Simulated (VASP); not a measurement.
# ScSi2O3 (P4mm) in VASP: further runs

The runs below take ScSi2O3 through single point, with PBE.

All numbers are computed with VASP 6.6.1; they aren't measurements. Logs are shortened: lines on timing, memory, paths and dates and some standing lists are left out, and cuts for length are marked.

### 1 The cell of the first run

The structure is tetragonal, space group P4mm (No. 99). The conventional cell has a = 3.210 Å, b = 3.210 Å, c = 7.861 Å, α = 90.00°, β = 90.00°, γ = 90.00°. Sc (site symmetry 4mm) has 4 O at 2.27 Å and 1 Si at 2.77 Å within 3.0 Å. Si (site symmetry 4mm) has 4 O at 2.03 Å within 2.7 Å. Within 2.4 Å of Si (site symmetry 4mm) lie 4 O at 1.83 Å. O (site symmetry 2mm) has 4 Si at 1.83 to 2.03 Å and 4 O at 2.27 Å within 2.4 Å. Within 3.3 Å of O (site symmetry 4mm) lie 4 Sc at 2.27 Å and 1 Si at 3.07 Å and 4 O at 3.21 Å.

The cell was built from a structure type or drawn by symmetry, and may not be a known phase.

### 2 Single point, PBE, collinear spin, ferromagnetic start

The input, INCAR:

```
SYSTEM = ScSi2O3
ALGO     = Normal         ! electronic algorithm
EDIFF    = 1E-6           ! SCF threshold, eV
ENCUT    = 520            ! plane-wave cutoff, eV
GGA      = PE             ! functional
ISIF     = 2              ! what is computed and relaxed
ISMEAR   = 0              ! smearing method
ISPIN    = 2              ! spin polarisation
LASPH    = .True.         ! aspherical terms in the spheres
LCHARG   = .False.        ! write CHGCAR
LMAXMIX  = 4              ! l up to which the mixer works
LORBIT   = 11             ! projections on sites
LREAL    = .False.        ! projectors in reciprocal space
LWAVE    = .False.        ! write WAVECAR
MAGMOM   = 0 0 0 1 1 1    ! initial moments
NBANDS   = 32             ! bands
NELM     = 150            ! most SCF steps
PREC     = Accurate       ! precision mode
SIGMA    = 0.1            ! smearing width, eV
```

The input, KPOINTS:

```
k-points
0
Gamma
  6 6 2
  0 0 0
```

The input, POSCAR:

```
ScSi2O3
1.0
    3.2102163596      0.0000000000      0.0000000000
    0.0000000000      3.2102163596      0.0000000000
    0.0000000000      0.0000000000      7.8611924558
Sc Si O
1 2 3
Direct
    0.0000000000      0.0000000000      0.4855743229
    0.5000000000      0.5000000000      0.8641727372
    0.0000000000      0.0000000000      0.1327800604
    0.5000000000      0.0000000000      0.0217734454
    0.0000000000      0.5000000000      0.0217734454
    0.5000000000      0.5000000000      0.4739279887
```

Potentials or basis: VASP PAW PBE potentials, release 64 (Sc_sv, Si, O).

Launch:

```console
$ cat potpaw_PBE.64/Sc_sv/POTCAR potpaw_PBE.64/Si/POTCAR potpaw_PBE.64/O/POTCAR > POTCAR
$ mpirun -np 1 vasp_std > vasp.out
```

OUTCAR:

```text
SYSTEM = ScSi2O3
   EDIFF = 1E-6
   ENCUT = 520
   GGA = PE
   ISIF = 2
   ISMEAR = 0
   ISPIN = 2
   LASPH = .True.
   LORBIT = 11
   LREAL = .False.
   NELM = 150
   PREC = Accurate

 ion  position               nearest neighbor table
   1  0.000  0.000  0.486-   6 2.27   6 2.27   6 2.27   6 2.27   3 2.77
   2  0.500  0.500  0.864-   4 2.03   5 2.03   4 2.03   5 2.03   3 3.10   3 3.10   3 3.10   3 3.10

   3  0.000  0.000  0.133-   4 1.83   5 1.83   5 1.83   4 1.83   1 2.77   2 3.10   2 3.10   2 3.10
                             2 3.10
   4  0.500  0.000  0.022-   3 1.83   3 1.83   2 2.03   2 2.03
   5  0.000  0.500  0.022-   3 1.83   3 1.83   2 2.03   2 2.03
   6  0.500  0.500  0.474-   1 2.27   1 2.27   1 2.27   1 2.27

  LATTYP: Found a simple tetragonal cell.
 ALAT       =     3.2102163596
 C/A-ratio  =     2.4488045587

  Lattice vectors:

 A1 = (   3.2102163596,   0.0000000000,   0.0000000000)
 A2 = (   0.0000000000,   3.2102163596,   0.0000000000)
 A3 = (   0.0000000000,   0.0000000000,   7.8611924558)

Analysis of symmetry for initial positions (statically):
=====================================================================
 Subroutine PRICEL returns:
 Original cell was already a primitive cell.

 Routine SETGRP: Setting up the symmetry group for a
 simple tetragonal supercell.

 Subroutine GETGRP returns: Found  8 space group operations
 (whereof  8 operations were pure point group operations)
 out of a pool of 16 trial point group operations.

The static configuration has the point symmetry C_4v.

Analysis of symmetry for dynamics (positions and initial velocities):
=====================================================================
 Subroutine PRICEL returns:
 Original cell was already a primitive cell.

 Routine SETGRP: Setting up the symmetry group for a
 simple tetragonal supercell.

 Subroutine GETGRP returns: Found  8 space group operations
 (whereof  8 operations were pure point group operations)
 out of a pool of 16 trial point group operations.

The dynamic configuration has the point symmetry C_4v.

Analysis of structural, dynamic, and magnetic symmetry:
=====================================================================
 Subroutine PRICEL returns:
 Original cell was already a primitive cell.

 Routine SETGRP: Setting up the symmetry group for a
 simple tetragonal supercell.

 Subroutine GETGRP returns: Found  8 space group operations
 (whereof  8 operations were pure point group operations)
 out of a pool of 16 trial point group operations.

The overall configuration has the point symmetry C_4v.

 Subroutine INISYM returns: Found  8 space group operations
 (whereof  8 operations are pure point group operations),
 and found     1 'primitive' translations

----------------------------------------------------------------------------------------

                                     Primitive cell

  volume of cell :      81.0134

  direct lattice vectors                    reciprocal lattice vectors
     3.210216360  0.000000000  0.000000000     0.311505484  0.000000000  0.000000000
     0.000000000  3.210216360  0.000000000     0.000000000  0.311505484  0.000000000
     0.000000000  0.000000000  7.861192456     0.000000000  0.000000000  0.127207164

  length of vectors
     3.210216360  3.210216360  7.861192456     0.311505484  0.311505484  0.127207164

  position of ions in fractional coordinates (direct lattice)
     0.000000000  0.000000000  0.485574323
     0.500000000  0.500000000  0.864172737
     0.000000000  0.000000000  0.132780060
     0.500000000  0.000000000  0.021773445
     0.000000000  0.500000000  0.021773445
     0.500000000  0.500000000  0.473927989

  ion indices of the primitive-cell ions
   primitive index   ion index
                 1           1
                 2           2
                 3           3
                 4           4
                 5           5
                 6           6

----------------------------------------------------------------------------------------

 KPOINTS: k-points

Automatic generation of k-mesh.
 Grid dimensions read from file:
 generate k-points for:    6    6    2

 Generating k-lattice:

  Cartesian coordinates                     Fractional coordinates (reciprocal lattice)
     0.051917581  0.000000000  0.000000000     0.166666667  0.000000000  0.000000000
     0.000000000  0.051917581  0.000000000     0.000000000  0.166666667  0.000000000
     0.000000000  0.000000000  0.063603582     0.000000000  0.000000000  0.500000000

  Length of vectors
     0.051917581  0.051917581  0.063603582

  Shift w.r.t. Gamma in fractional coordinates (k-lattice)
     0.000000000  0.000000000  0.000000000

 Subroutine IBZKPT returns following result:
 ===========================================

 Found     20 irreducible k-points:

 Following reciprocal coordinates:
            Coordinates               Weight
  0.000000  0.000000  0.000000      1.000000
  0.166667  0.000000  0.000000      4.000000
  0.333333  0.000000  0.000000      4.000000
  0.500000  0.000000  0.000000      2.000000
  0.166667  0.166667  0.000000      4.000000
  0.333333  0.166667  0.000000      8.000000
[... 12 lines left out ...]
  0.500000  0.333333  0.500000      4.000000
  0.500000  0.500000  0.500000      1.000000
   k-points           NKPTS =     20   k-points in BZ     NKDIM =     20   number of bands    NBANDS=     32
   number of dos      NEDOS =    301   number of ions     NIONS =      6
   total plane-waves  NPLWV =  34560
   dimension x,y,z NGX =    24 NGY =   24 NGZ =   60
   dimension x,y,z NGXF=    48 NGYF=   48 NGZF=  120
   ions per type =               1   2   3
   NGX,Y,Z   is equivalent  to a cutoff of  12.43, 12.43, 12.69 a.u.
   NGXF,Y,Z  is equivalent  to a cutoff of  24.86, 24.86, 25.38 a.u.
 SYSTEM =  ScSi2O3
   PREC   = accura    normal or accurate (medium, high low for compatibility)
   ISTART =      0    job   : 0-new  1-cont  2-samecut
   ICHARG =      2    charge: 1-file 2-atom 10-const
   ISPIN  =      2    spin polarized calculation?
   LNONCOLLINEAR =      F non collinear calculations
   LSORBIT =      F    spin-orbit coupling
   LASPH  =      T    aspherical Exc in radial PAW
   ENCUT  =  520.0 eV  38.22 Ry    6.18 a.u.   5.97  5.97 14.62*2*pi/ulx,y,z
   NELM   =    150;   NELMIN=  2; NELMDL= -5     # of ELM steps
   EDIFF  = 0.1E-05   stopping-criterion for ELM
   LREAL  =      F    real-space projection
   EDIFFG = 0.1E-04   stopping-criterion for IOM
   NSW    =      0    number of steps for IOM
   IBRION =     -1    ionic relax: 0-MD 1-quasi-New 2-CG
   NFREE  =      0    steps in history (QN), initial steepest desc. (CG)
   ISIF   =      2    stress and relaxation
   ISYM   =      2    0-nonsym 1-usesym 2-fastsym
   POTIM  = 0.5000    time-step for ionic-motion
   TEBEG  =    0.0;   TEEND  =   0.0 temperature during run
   PSTRESS=    0.0 pullay stress
   NELECT =      37.0000    total number of electrons
   NUPDOWN=      -1.0000    fix difference up-down
   EMIN   =  10.00;   EMAX   =-10.00  energy-range for DOS
   EFERMI =   0.00;   METHOD = LEGACY
   ISMEAR =     0;   SIGMA  =   0.10  broadening in eV -4-tet -1-fermi 0-gaus
   EFERMI_NEDOS =   21; number of points for ismear=-14 and -15
   IALGO  =     38    algorithm
   IMIX   =      4    mixing-type and parameters
     AMIX     =   0.40;   BMIX     =  1.00
     AMIX_MAG =   1.60;   BMIX_MAG =  1.00
  volume/ion in A,a.u.               =      13.50        91.12
  Fermi-wavevector in a.u.,A,eV,Ry     =   1.260733  2.382440 21.625743  1.589447
  Thomas-Fermi vector in A             =   2.394228
   LORBIT       =     11    0 simple, 1 ext, 2 COOP (PROOUT), +10 PAW based schemes
   GGA     = PE    functional components
   LHFCALC =     F    Hartree Fock is set to
   AEXX    =    0.0000 exact exchange contribution
   IVDW    =     0    specifies the selected vdW correction
   LEPSILON=     F    determine dielectric tensor
   LRPA    =     F    only Hartree local field effects (RPA)
 spin polarized calculation
 Gauss-broadening in eV      SIGMA  =   0.10
  energy-cutoff  :      520.00
  volume of cell :       81.01
 maximum number of plane-waves:      2216
 NGX is ok and might be reduce to    24
   NGX = 11   NGY = 11   NGZ = 29

 number of electron      36.9999988 magnetization       0.3108150

 Free energy of the ion-electron system (eV)
  ---------------------------------------------------
  ext. energy  EPLUGINS =         0.00000000
  ---------------------------------------------------
  free energy    TOTEN  =       -41.28675115 eV

  energy without entropy =      -41.27119135  energy(sigma->0) =      -41.27897125

 E-fermi :   6.5944     XC(G=0): -10.2947

 val. band max:        6.5419916548   @ k =   0.3333   0.3333   0.5000
 cond. band min:       6.6196748357   @ k =   0.1667   0.0000   0.0000
 fundamental gap:      0.0776831809
 Fermi energy:         6.5943808551

 spin component 1

 k-point     1 :       0.0000    0.0000    0.0000
  band No.  band energies     occupation
      1     -44.0892      1.00000
      2     -22.7016      1.00000
      3     -22.5599      1.00000
      4     -22.5599      1.00000
      5     -17.8783      1.00000
      6     -13.2994      1.00000
[... 22 lines left out ...]
     29      13.0789      0.00000
     30      13.0789      0.00000

 k-point     2 :       0.1667    0.0000    0.0000
  band No.  band energies     occupation
      1     -44.0826      1.00000
      2     -22.6949      1.00000
      3     -22.6454      1.00000
      4     -22.5504      1.00000
      5     -17.6315      1.00000
      6     -13.6806      1.00000
[... 586 lines left out ...]
 k-point    20 :       0.5000    0.5000    0.5000
  band No.  band energies     occupation
      1     -44.0380      1.00000
      2     -22.7824      1.00000
      3     -22.7824      1.00000
      4     -22.6505      1.00000
      5     -15.3601      1.00000
      6     -15.3601      1.00000
[... 22 lines left out ...]
     29      11.0954      0.00000
     30      13.9976      0.00000
 Fermi energy:         6.5943808551

 spin component 2

 k-point     1 :       0.0000    0.0000    0.0000
  band No.  band energies     occupation
      1     -44.0026      1.00000
      2     -22.6038      1.00000
      3     -22.4749      1.00000
      4     -22.4749      1.00000
      5     -17.8659      1.00000
      6     -13.2860      1.00000
[... 22 lines left out ...]
     29      13.1438      0.00000
     30      13.1438      0.00000

 k-point     2 :       0.1667    0.0000    0.0000
  band No.  band energies     occupation
      1     -43.9960      1.00000
      2     -22.5972      1.00000
      3     -22.5606      1.00000
      4     -22.4653      1.00000
      5     -17.6191      1.00000
      6     -13.6673      1.00000
[... 586 lines left out ...]
 k-point    20 :       0.5000    0.5000    0.5000
  band No.  band energies     occupation
      1     -43.9514      1.00000
      2     -22.6969      1.00000
      3     -22.6969      1.00000
      4     -22.5530      1.00000
      5     -15.3473      1.00000
      6     -15.3473      1.00000
[... 22 lines left out ...]
     29      11.1327      0.00000
     30      14.0290      0.00000
 [bands above 30 left out]

------------------------ aborting loop because EDIFF is reached ----------------------------------------

  FORCE on cell =-STRESS in cart. coord.  units (eV):
  Direction    XX          YY          ZZ          XY          YZ          ZX
  --------------------------------------------------------------------------------------
  -------------------------------------------------------------------------------------
  Total        0.1913916      0.1913916      0.0080134      0.0000000     -0.0000000      0.0000000
  in kB        3.7850923      3.7850923      0.1584794      0.0000000     -0.0000000      0.0000000
  external PRESSURE =       2.5762213 kB  Pullay stress =       0.0000000 kB

 VOLUME and BASIS-vectors are now :
 -----------------------------------------------------------------------------
  energy-cutoff  :      520.00
  volume of cell :       81.01
      direct lattice vectors                 reciprocal lattice vectors
     3.210216360  0.000000000  0.000000000     0.311505484  0.000000000  0.000000000
     0.000000000  3.210216360  0.000000000     0.000000000  0.311505484  0.000000000
     0.000000000  0.000000000  7.861192456     0.000000000  0.000000000  0.127207164

 POSITION                                       TOTAL-FORCE (eV/Angst)
 -----------------------------------------------------------------------------------
      0.00000      0.00000      3.81719         0.000000      0.000000      0.019139
      1.60511      1.60511      6.79343         0.000000      0.000000      0.014966
      0.00000      0.00000      1.04381         0.000000      0.000000     -0.008961
      1.60511      0.00000      0.17117         0.000000      0.000000     -0.011773
      0.00000      1.60511      0.17117         0.000000      0.000000     -0.011773
      1.60511      1.60511      3.72564        -0.000000     -0.000000     -0.001599
 -----------------------------------------------------------------------------------
    total drift:                                0.000000     -0.000000      0.000003

  FREE ENERGIE OF THE ION-ELECTRON SYSTEM (eV)
  ---------------------------------------------------
  free  energy   TOTEN  =       -41.2867511471 eV

  energy  without entropy=      -41.2711913532  energy(sigma->0) =      -41.27897125

 total charge

# of ion       s       p       d       tot
------------------------------------------
    1        2.169   6.133   0.953   9.255
    2        0.870   0.559   0.000   1.430
    3        0.754   0.784   0.000   1.538
    4        1.580   3.596   0.000   5.176
    5        1.580   3.596   0.000   5.176
    6        1.558   3.392   0.000   4.950
--------------------------------------------------
tot          8.512  18.059   0.953  27.524

 magnetization (x)

# of ion       s       p       d       tot
------------------------------------------
    1        0.003   0.003   0.094   0.100
    2        0.009   0.024   0.000   0.033
    3       -0.001   0.002   0.000   0.001
    4        0.001   0.005   0.000   0.006
    5        0.001   0.005   0.000   0.006
    6       -0.000  -0.004   0.000  -0.004
--------------------------------------------------
tot          0.013   0.035   0.094   0.142
```

Run time: 2.4 min. Hardware: 1 thread of Intel Xeon 8259CL, shared host; peak memory 0.25 GiB.

What came out:

```yaml
Free_energy: -41.2868 eV
Pressure: 0.3 GPa
Largest_force: 0.019 eV/Å
Net_moment: 0.31 μB per cell
Site_moments: Sc +0.10; Si +0.03, +0.00; O +0.01, -0.00 (each value once) μB
Valence_electrons_inside_the_program's_atomic_spheres: Sc 9.26; Si 1.43, 1.54; O 5.18, 4.95 (each value once)
```

Forces on the atoms (eV/Å):
```
Sc   0.000  0.000  0.019
Si   0.000  0.000  0.015
Si   0.000  0.000 -0.009
O    0.000  0.000 -0.012
O    0.000  0.000 -0.012
O    0.000  0.000 -0.002
```

Caveat: the k points lie up to 0.40 Å⁻¹ apart.

### 3 Single point, PBE, collinear spin, ferromagnetic start

This run uses another cell than the first one, of 11.32 Å³/atom.

The input, INCAR:

```
SYSTEM = ScSi2O3
PREC = Accurate ; ENCUT = 520
EDIFF = 1E-6 ; ISMEAR = 0
SIGMA = 0.1 ; LREAL = .FALSE.
LASPH = .TRUE. ; NELM = 150
ALGO = Normal ; ISIF = 2
LWAVE = .FALSE. ; LCHARG = .FALSE.
ISPIN = 2 ; MAGMOM = 0 0 0 1 1 1
LORBIT = 11 ; LMAXMIX = 4
GGA = PE ; NBANDS = 32
```

The input, KPOINTS:

```
regular mesh
0
G
  6 6 4
  0 0 0
```

The input, POSCAR:

```
ScSi2O3
1.0
    3.1728226500      0.0000000000      0.0000000000
    0.0000000000      3.1728226500      0.0000000000
    0.0000000000      0.0000000000      6.7467778400
Sc Si O
1 2 3
Direct
    0.0000000000      0.0000000000      0.6217470200
    0.5000000000      0.5000000000      0.7365469900
    0.0000000000      0.0000000000      0.2648670100
    0.5000000000      0.0000000000      0.9998509900
    0.0000000000      0.5000000000      0.9998509900
    0.5000000000      0.5000000000      0.3771390000
```

Potentials or basis: VASP PAW PBE potentials, release 64 (Sc_sv, Si, O).

Launch:

```console
$ cat potpaw_PBE.64/Sc_sv/POTCAR potpaw_PBE.64/Si/POTCAR potpaw_PBE.64/O/POTCAR > POTCAR
$ mpirun -np 1 vasp_std > vasp.out
```

Wall time 6.2 min (1 thread of Intel Xeon 8259CL, shared host); peak memory 0.26 GiB.

Results (log left out):

* Free energy: -30.3856 eV
* Pressure: 14.5 GPa
* Largest force: 6.092 eV/Å
* Net moment: 0.34 μB per cell
* Site moments: Sc +0.03; Si +0.01, -0.00; O +0.13, -0.00 (each value once) μB
* Valence electrons inside the program's atomic spheres: Sc 10.08; Si 1.68, 1.40; O 4.77, 4.86 (each value once)

Forces on the atoms (eV/Å):
```
Sc   0.000  0.000 -2.313
Si   0.000  0.000  5.422
Si   0.000  0.000 -6.092
O    0.000  0.000  1.024
O    0.000  0.000  1.024
O    0.000  0.000  0.935
```

Stress tensor (GPa, compression positive):
```
22.64  0.00  0.00
 0.00 22.64  0.00
 0.00  0.00 -1.72
```

Levels at points of the mesh, in eV from the Fermi level:
Spin up:
```tsv
k point	band 15	band 16	band 17	band 18	band 19	band 20	band 21	band 22
(0.00, 0.00, 0.00)	-2.53	-2.33	-0.33	0.09	0.09	1.98	1.98	2.39
(0.50, 0.00, 0.00)	-2.52	-2.40	-2.08	-1.78	0.19	0.37	1.27	2.61
(0.50, 0.50, 0.00)	-3.66	-1.93	-0.32	-0.32	0.79	0.82	1.60	3.28
(0.00, 0.00, 0.50)	-2.39	-1.88	-0.20	0.09	0.09	0.33	1.99	1.99
(0.50, 0.00, 0.50)	-2.53	-2.53	-2.29	-1.45	0.27	0.72	0.74	2.21
(0.50, 0.50, 0.50)	-4.02	-2.59	-0.39	-0.39	0.79	0.82	2.77	3.60
```
Spin down:
```csv
k point,band 14,band 15,band 16,band 17,band 18,band 19,band 20,band 21,band 22,band 23
"(0.00, 0.00, 0.00)",-3.53,-2.51,-2.21,-0.27,0.40,0.40,2.03,2.03,2.42,3.10
"(0.50, 0.00, 0.00)",-3.09,-2.27,-2.17,-1.91,-1.71,0.25,0.42,1.30,2.63,2.68
"(0.50, 0.50, 0.00)",-4.11,-3.60,-1.89,-0.24,-0.24,1.11,1.15,1.60,3.30,3.62
"(0.00, 0.00, 0.50)",-3.49,-2.28,-1.83,-0.13,0.35,0.40,0.40,2.04,2.04,3.10
"(0.50, 0.00, 0.50)",-2.62,-2.28,-2.28,-2.16,-1.37,0.33,0.74,0.77,2.27,2.80
"(0.50, 0.50, 0.50)",-4.20,-3.98,-2.58,-0.31,-0.31,1.11,1.15,2.79,3.62,3.62
```

Caveat: the cell stands under pressure; forces of over 1 eV/Å act on the atoms, so gaps and moduli don't describe the material at rest.
